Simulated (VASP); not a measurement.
Input of a VASP 6.6.1 run:

File POSCAR:

```
SnO2
1.0
    3.2088936286      0.0000000000      0.0000000000
   -1.6044468143      2.7789835148      0.0000000000
    0.0000000000      0.0000000000     10.7181399387
Sn O
2 4
Direct
    0.0000000000      0.0000000000      0.5000000000
    0.0000000000      0.0000000000      0.0000000000
    0.6666666667      0.3333333333      0.4058620000
    0.6666666667      0.3333333333      0.0941380000
    0.3333333333      0.6666666667      0.5941380000
    0.3333333333      0.6666666667      0.9058620000
```

INCAR.step1

```
SYSTEM = SnO2
PREC = Accurate
ENCUT = 520
ISMEAR = 0
SIGMA = 0.01
LREAL = .False.
LASPH = .True.
NELM = 80
NBANDS = 35
GGA = PE
ALGO = Normal
EDIFF = 1E-4
LWAVE = .True.
LCHARG = .False.
```

Contents of INCAR.step2:

```
SYSTEM = SnO2
PREC = Accurate
ENCUT = 520
EDIFF = 1E-6
ISMEAR = 0
SIGMA = 0.01
LREAL = .False.
LASPH = .True.
NELM = 80
ALGO = Normal
ISIF = 2
LWAVE = .False.
LCHARG = .True.
METAGGA = R2SCAN
LMIXTAU = .True.
IVDW = 12
VDW_S6 = 1.0
VDW_S8 = 0.78981345
VDW_A1 = 0.49484001
VDW_A2 = 5.73083694
LELF = .True.
LVHAR = .True.
NBANDS = 35
ISTART = 1
```

Contents of KPOINTS:

```
Automatic mesh
0
Gamma
  12 12 2
  0 0 0
```

Potentials or basis: VASP PAW PBE potentials, release 64 (Sn_d, O).

Command:

```bash
$ cat potpaw_PBE.64/Sn_d/POTCAR potpaw_PBE.64/O/POTCAR > POTCAR
$ cp INCAR.step1 INCAR
$ mpirun -np 1 vasp_std > vasp.out
$ cp INCAR.step2 INCAR
$ mpirun -np 1 vasp_std > vasp.out
```

(1) Estimate the band gap on the k mesh.

(2) Predict the pressure.

(3) Predict the dispersion energy per atom.

Answers

(1) 2.74 eV, indirect (least direct gap 3.16 eV).

(2) -3.5 GPa.

(3) -0.077 eV.

Caveat: the PAW data sets were made with another functional, which shifts forces and pressure a little; spin-orbit coupling is left out, which moves the levels of the heavy elements.
